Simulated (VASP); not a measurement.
Sn3SeS2:

```
CELL_PARAMETERS angstrom
4.22236 0.00000 0.00000
-2.11118 3.65667 0.00000
0.00000 0.00000 10.34262
ATOMIC_POSITIONS crystal
Sn 0.00000 0.00000 0.00000
Sn 0.33333 0.66667 0.66667
Sn 0.66667 0.33333 0.33333
Se 0.00000 0.00000 0.50000
S 0.66667 0.33333 0.83333
S 0.33333 0.66667 0.16667
```

| Property | Result |
| --- | --- |
| Program | VASP 6.6.1 |
| Task | relaxation of cell and atoms |
| Functional | PBE |
| Potentials or basis | VASP PAW PBE potentials, release 64 (Sn_d, Se, S) |
| Cutoff | 600 eV |
| k mesh | 6 × 6 × 2 |
| Occupations | gaussian, width 0.1 eV |
| Spin | no spin polarisation |

At the start: pressure -1.5 GPa; volume 26.61 Å³/atom.

Task: Where does the relaxation end?

Result: Over 8 steps the energy falls by 12.1 meV/atom and the volume is 25.86 Å³/atom (-2.8 %); space group P-3m1 (No. 164, to 0.1 Å) before and after.

The path:
| step | energy change (eV) | largest force (eV/Å) | pressure (GPa) | volume (Å³) |
| --- | --- | --- | --- | --- |
| 1 | 0.0000 | 0.5107 | -1.47 | 159.69 |
| 2 | -0.0437 | 0.3792 | 0.27 | 154.11 |
| 3 | -0.0443 | 0.3590 | 0.51 | 153.37 |
| 4 | -0.0596 | 0.1876 | 0.30 | 153.90 |
| 5 | -0.0668 | 0.1678 | 0.05 | 154.53 |
| 6 | -0.0669 | 0.1731 | 0.03 | 154.60 |
| 7 | -0.0701 | 0.1171 | -0.06 | 154.82 |
| 8 | -0.0726 | 0.0226 | -0.19 | 155.18 |

Final structure:
```cif
data_structure
_symmetry_space_group_name_H-M 'P 1'
_symmetry_Int_Tables_number 1
_cell_length_a 4.1804
_cell_length_b 4.1804
_cell_length_c 10.2538
_cell_angle_alpha 90.000
_cell_angle_beta 90.000
_cell_angle_gamma 120.000
_cell_volume 155.18
loop_
_atom_site_label
_atom_site_type_symbol
_atom_site_fract_x
_atom_site_fract_y
_atom_site_fract_z
_atom_site_occupancy
Sn1 Sn 0.00000 0.00000 0.00000 1
Sn2 Sn 0.33333 0.66667 0.67526 1
Sn3 Sn 0.66667 0.33333 0.32474 1
Se1 Se 0.00000 0.00000 0.50000 1
S1 S 0.66667 0.33333 0.83744 1
S2 S 0.33333 0.66667 0.16256 1
```
